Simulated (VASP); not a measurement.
# Ti (I4/mmm) in VASP: notebook

Runs on Ti. Level: r2SCAN. Tasks: single point.

All numbers are computed with VASP 6.6.1; they aren't measurements. Logs are shortened: lines on timing, memory, paths and dates and some standing lists are left out, and cuts for length are marked.

## Step 1: The cell of the first run

It takes space group I4/mmm (No. 139, tetragonal). Conventional cell: a = 2.727 Å, b = 2.727 Å, c = 4.263 Å, α = 90.00°, β = 90.00°, γ = 90.00°. Ti (site symmetry 4/mmm) has 12 Ti at 2.73 to 2.87 Å within 3.6 Å.

## Step 2: Single point, r2SCAN (strain -0.050 along x and y, +0.050 along z)

The input, POSCAR:

```
Ti
1.0
    0.0000000000      1.9285000000      2.1315000000
    1.9285000000      0.0000000000      2.1315000000
    1.9285000000      1.9285000000      0.0000000000
Ti
1
Direct
    0.0000000000      0.0000000000      0.0000000000
```

The input, INCAR.step1:

```
SYSTEM = Ti
PREC = Accurate
ENCUT = 520
ISMEAR = 0
SIGMA = 0.15
LREAL = .FALSE.
LASPH = .TRUE.
NELM = 100
NBANDS = 12
GGA = PE
ALGO = Normal
EDIFF = 1E-4
LWAVE = .TRUE.
LCHARG = .FALSE.
```

The input, INCAR.step2:

```
SYSTEM = Ti
PREC = Accurate
ENCUT = 520
EDIFF = 1E-7
ISMEAR = 0
SIGMA = 0.15
LREAL = .FALSE.
LASPH = .TRUE.
NELM = 100
ALGO = Normal
ISIF = 2
LWAVE = .FALSE.
LCHARG = .TRUE.
METAGGA = R2SCAN
LMIXTAU = .TRUE.
LELF = .TRUE.
LVHAR = .TRUE.
NBANDS = 12
ISTART = 1
```

The input, KPOINTS:

```
regular mesh
0
G
  20 20 20
  0 0 0
```

Potentials or basis: VASP PAW PBE potentials, release 64 (Ti_sv).

The run is started by

```console
> cat potpaw_PBE.64/Ti_sv/POTCAR > POTCAR
> cp INCAR.step1 INCAR
> mpirun -np 1 vasp_std > vasp.out
> cp INCAR.step2 INCAR
> mpirun -np 1 vasp_std > vasp.out
```

OUTCAR:

```text
SYSTEM = Ti
   PREC = Accurate
   ENCUT = 520
   EDIFF = 1E-7
   ISMEAR = 0
   LREAL = .FALSE.
   LASPH = .TRUE.
   NELM = 100
   ISIF = 2
   METAGGA = R2SCAN
   ISTART = 1

 ion  position               nearest neighbor table
   1  0.000  0.000  0.000-

  LATTYP: Found a body centered tetragonal cell.
 ALAT       =     2.7273108550
 C/A-ratio  =     1.5630781479

  Lattice vectors:

 A1 = (  -1.9285000000,   0.0000000000,   2.1315000000)
 A2 = (   1.9285000000,   0.0000000000,   2.1315000000)
 A3 = (   0.0000000000,   1.9285000000,  -2.1315000000)

Analysis of symmetry for initial positions (statically):
=====================================================================
 Subroutine PRICEL returns:
 Original cell was already a primitive cell.

 Routine SETGRP: Setting up the symmetry group for a
 body centered tetragonal supercell.

 Subroutine GETGRP returns: Found 16 space group operations
 (whereof 16 operations were pure point group operations)
 out of a pool of 16 trial point group operations.

The static configuration has the point symmetry D_4h.

Analysis of symmetry for dynamics (positions and initial velocities):
=====================================================================
 Subroutine PRICEL returns:
 Original cell was already a primitive cell.

 Routine SETGRP: Setting up the symmetry group for a
 body centered tetragonal supercell.

 Subroutine GETGRP returns: Found 16 space group operations
 (whereof 16 operations were pure point group operations)
 out of a pool of 16 trial point group operations.

The dynamic configuration has the point symmetry D_4h.

 Subroutine INISYM returns: Found 16 space group operations
 (whereof 16 operations are pure point group operations),
 and found     1 'primitive' translations

----------------------------------------------------------------------------------------

                                     Primitive cell

  volume of cell :      15.8546

  direct lattice vectors                    reciprocal lattice vectors
     0.000000000  1.928500000  2.131500000    -0.259268862  0.259268862  0.234576589
     1.928500000  0.000000000  2.131500000     0.259268862 -0.259268862  0.234576589
     1.928500000  1.928500000  0.000000000     0.259268862  0.259268862 -0.234576589

  length of vectors
     2.874439858  2.874439858  2.727310855     0.435277913  0.435277913  0.435277913

  position of ions in fractional coordinates (direct lattice)
     0.000000000  0.000000000  0.000000000

  ion indices of the primitive-cell ions
   primitive index   ion index
                 1           1

----------------------------------------------------------------------------------------

 KPOINTS: regular mesh

Automatic generation of k-mesh.
 Grid dimensions read from file:
 generate k-points for:   20   20   20

 Generating k-lattice:

  Cartesian coordinates                     Fractional coordinates (reciprocal lattice)
    -0.012963443  0.012963443  0.011728829     0.050000000  0.000000000  0.000000000
     0.012963443 -0.012963443  0.011728829     0.000000000  0.050000000  0.000000000
     0.012963443  0.012963443 -0.011728829     0.000000000  0.000000000  0.050000000

  Length of vectors
     0.021763896  0.021763896  0.021763896

  Shift w.r.t. Gamma in fractional coordinates (k-lattice)
     0.000000000  0.000000000  0.000000000

 Subroutine IBZKPT returns following result:
 ===========================================

 Found    641 irreducible k-points:

 Following reciprocal coordinates:
            Coordinates               Weight
  0.000000  0.000000  0.000000      1.000000
  0.050000  0.000000  0.000000      8.000000
  0.100000  0.000000  0.000000      8.000000
  0.150000  0.000000  0.000000      8.000000
  0.200000  0.000000  0.000000      8.000000
  0.250000  0.000000  0.000000      8.000000
[... 16 lines left out ...]
 -0.400000  0.050000  0.000000      8.000000
 -0.350000  0.050000  0.000000      8.000000
 [... further k-points ...]
   k-points           NKPTS =    641   k-points in BZ     NKDIM =    641   number of bands    NBANDS=     12
   number of dos      NEDOS =    301   number of ions     NIONS =      1
   total plane-waves  NPLWV =  11520
   dimension x,y,z NGX =    24 NGY =   24 NGZ =   20
   dimension x,y,z NGXF=    48 NGYF=   48 NGZF=   40
   ions per type =               1
   NGX,Y,Z   is equivalent  to a cutoff of  13.88, 13.88, 12.19 a.u.
   NGXF,Y,Z  is equivalent  to a cutoff of  27.76, 27.76, 24.38 a.u.
 SYSTEM =  Ti
   PREC   = accura    normal or accurate (medium, high low for compatibility)
   ISTART =      1    job   : 0-new  1-cont  2-samecut
   ICHARG =      0    charge: 1-file 2-atom 10-const
   ISPIN  =      1    spin polarized calculation?
   LNONCOLLINEAR =      F non collinear calculations
   LSORBIT =      F    spin-orbit coupling
   LASPH  =      T    aspherical Exc in radial PAW
   ENCUT  =  520.0 eV  38.22 Ry    6.18 a.u.   5.34  5.34  5.07*2*pi/ulx,y,z
   NELM   =    100;   NELMIN=  2; NELMDL=  0     # of ELM steps
   EDIFF  = 0.1E-06   stopping-criterion for ELM
   LREAL  =      F    real-space projection
   EDIFFG = 0.1E-05   stopping-criterion for IOM
   NSW    =      0    number of steps for IOM
   IBRION =     -1    ionic relax: 0-MD 1-quasi-New 2-CG
   NFREE  =      0    steps in history (QN), initial steepest desc. (CG)
   ISIF   =      2    stress and relaxation
   ISYM   =      2    0-nonsym 1-usesym 2-fastsym
   POTIM  = 0.5000    time-step for ionic-motion
   TEBEG  =    0.0;   TEEND  =   0.0 temperature during run
   PSTRESS=    0.0 pullay stress
   NELECT =      12.0000    total number of electrons
   NUPDOWN=      -1.0000    fix difference up-down
   EMIN   =  10.00;   EMAX   =-10.00  energy-range for DOS
   EFERMI =   0.00;   METHOD = LEGACY
   ISMEAR =     0;   SIGMA  =   0.15  broadening in eV -4-tet -1-fermi 0-gaus
   EFERMI_NEDOS =   21; number of points for ismear=-14 and -15
   IALGO  =     38    algorithm
   IMIX   =      4    mixing-type and parameters
     AMIX     =   0.40;   BMIX     =  1.00
     AMIX_MAG =   1.60;   BMIX_MAG =  1.00
  volume/ion in A,a.u.               =      15.85       106.99
  Fermi-wavevector in a.u.,A,eV,Ry     =   1.491937  2.819351 30.284866  2.225875
  Thomas-Fermi vector in A             =   2.604528
   LORBIT       =      0    0 simple, 1 ext, 2 COOP (PROOUT), +10 PAW based schemes
   METAGGA = R2SCAN    functional components
   LHFCALC =     F    Hartree Fock is set to
   AEXX    =    0.0000 exact exchange contribution
   IVDW    =     0    specifies the selected vdW correction
   LEPSILON=     F    determine dielectric tensor
   LRPA    =     F    only Hartree local field effects (RPA)
 non-spin polarized calculation
 Gauss-broadening in eV      SIGMA  =   0.15
  energy-cutoff  :      520.00
  volume of cell :       15.85
 maximum number of plane-waves:       438
 NGX is ok and might be reduce to    24
   NGX = 11   NGY = 11   NGZ = 11

 number of electron      12.0000000 magnetization

 Free energy of the ion-electron system (eV)
  ---------------------------------------------------
  ext. energy  EPLUGINS =         0.00000000
  ---------------------------------------------------
  free energy    TOTEN  =       -12.82211156 eV

  energy without entropy =      -12.80376266  energy(sigma->0) =      -12.81293711

 E-fermi :   9.2220     XC(G=0): -12.8842

 val. band max:        9.2202623094   @ k =   0.2500   0.0500   0.2000
 cond. band min:       9.2255554364   @ k =  -0.2500   0.4000   0.2000
 fundamental gap:      0.0052931270
 Fermi energy:         9.2219957160

 k-point     1 :       0.0000    0.0000    0.0000
  band No.  band energies     occupation
      1     -49.6392      2.00000
      2     -24.3253      2.00000
      3     -24.3135      2.00000
      4     -24.3134      2.00000
      5       2.5983      2.00000
      6       9.7405      0.00000
      7      10.6676      0.00000
      8      10.6676      0.00000
      9      11.7067      0.00000
     10      12.8036      0.00000
     11      25.7125      0.00000
     12      29.0426      0.00000

 k-point     2 :       0.0500    0.0000    0.0000
  band No.  band energies     occupation
      1     -49.6346      2.00000
      2     -24.3420      2.00000
      3     -24.3252      2.00000
      4     -24.3149      2.00000
      5       2.6907      2.00000
      6       9.7552      0.00000
      7      10.6198      0.00000
      8      10.7019      0.00000
      9      11.6960      0.00000
     10      12.7688      0.00000
     11      25.8011      0.00000
     12      28.9324      0.00000

 k-point     3 :       0.1000    0.0000    0.0000
  band No.  band energies     occupation
      1     -49.6214      2.00000
      2     -24.4111      2.00000
      3     -24.3385      2.00000
      4     -24.3189      2.00000
      5       2.9617      2.00000
      6       9.7724      0.00000
      7      10.4999      0.00000
      8      10.7975      0.00000
      9      11.6854      0.00000
     10      12.6753      0.00000
     11      26.0049      0.00000
     12      28.3133      0.00000
[... 286 lines left out ...]
 k-point    23 :      -0.4000    0.0500    0.0000
  band No.  band energies     occupation
      1     -49.4596      2.00000
      2     -25.2117      2.00000
      3     -24.4943      2.00000
      4     -24.3629      2.00000
      5       6.2775      2.00000
      6       9.5626      0.00132
      7       9.7973      0.00000
      8      10.7926      0.00000
      9      13.0667      0.00000
     10      13.7062      0.00000
     11      19.6088      0.00000
     12      24.7221      0.00000

 k-point    24 :      -0.3500    0.0500    0.0000
  band No.  band energies     occupation
      1     -49.4773      2.00000
      2     -25.1301      2.00000
      3     -24.4783      2.00000
      4     -24.3543      2.00000
      5       6.0155      2.00000
      6       9.2594      0.72453
      7       9.9193      0.00000
      8      10.8893      0.00000
      9      12.8148      0.00000
     10      13.4018      0.00000
     11      20.6222      0.00000
     12      25.1009      0.00000

 [... further k-points ...]
[... 5 lines left out ...]
  --------------------------------------------------------------------------------------
  -------------------------------------------------------------------------------------
  Total        1.2644428      1.2644428      1.0212372      0.0000000      0.0000000      0.0000000
  in kB      127.7777295    127.7777295    103.2006856      0.0000000      0.0000000      0.0000000
  external PRESSURE =     119.5853815 kB  Pullay stress =       0.0000000 kB

 VOLUME and BASIS-vectors are now :
 -----------------------------------------------------------------------------
  energy-cutoff  :      520.00
  volume of cell :       15.85
      direct lattice vectors                 reciprocal lattice vectors
     0.000000000  1.928500000  2.131500000    -0.259268862  0.259268862  0.234576589
     1.928500000  0.000000000  2.131500000     0.259268862 -0.259268862  0.234576589
     1.928500000  1.928500000  0.000000000     0.259268862  0.259268862 -0.234576589

 POSITION                                       TOTAL-FORCE (eV/Angst)
 -----------------------------------------------------------------------------------
      0.00000      0.00000      0.00000        -0.000000     -0.000000      0.000000
 -----------------------------------------------------------------------------------
    total drift:                                0.000000      0.000000      0.000000

  FREE ENERGIE OF THE ION-ELECTRON SYSTEM (eV)
  ---------------------------------------------------
  free  energy   TOTEN  =       -12.8221115583 eV

  energy  without entropy=      -12.8037626551  energy(sigma->0) =      -12.81293711
```

It took 4.9 min on 1 thread of Intel Xeon Platinum 8259CL at 2.50GHz (Skylake/Cascade Lake), shared host; peak memory 0.23 GiB.

What came out:

```yaml
Free_energy: -12.8221 eV
Pressure: 12.0 GPa
Band_gap_on_the_k_mesh: zero (bands 6 and 7 overlap by 1.52 eV)
```

Stress tensor (GPa, compression positive):
```
12.78  0.00  0.00
 0.00 12.78  0.00
 0.00  0.00 10.32
```

Levels at points of the mesh, in eV from the Fermi level:
| k point | band 4 | band 5 | band 6 | band 7 | band 8 | band 9 |
| --- | --- | --- | --- | --- | --- | --- |
| (0.00, 0.00, 0.00) | -33.54 | -6.62 | 0.52 | 1.45 | 1.45 | 2.48 |
| (0.50, 0.00, 0.00) | -33.59 | -2.90 | 0.54 | 0.78 | 1.47 | 4.09 |
| (0.50, 0.50, 0.00) | -33.77 | -2.95 | -1.82 | 1.97 | 4.39 | 4.53 |
| (0.50, 0.00, 0.50) | -33.81 | -3.00 | -2.05 | 4.07 | 4.17 | 4.23 |

Caveat: the cell differs from its parent crystal (strain -0.050 along x and y, +0.050 along z); the cell stands under pressure; the PAW data sets were made with another functional, which shifts forces and pressure a little.

(Continued in part 2 of 3.)
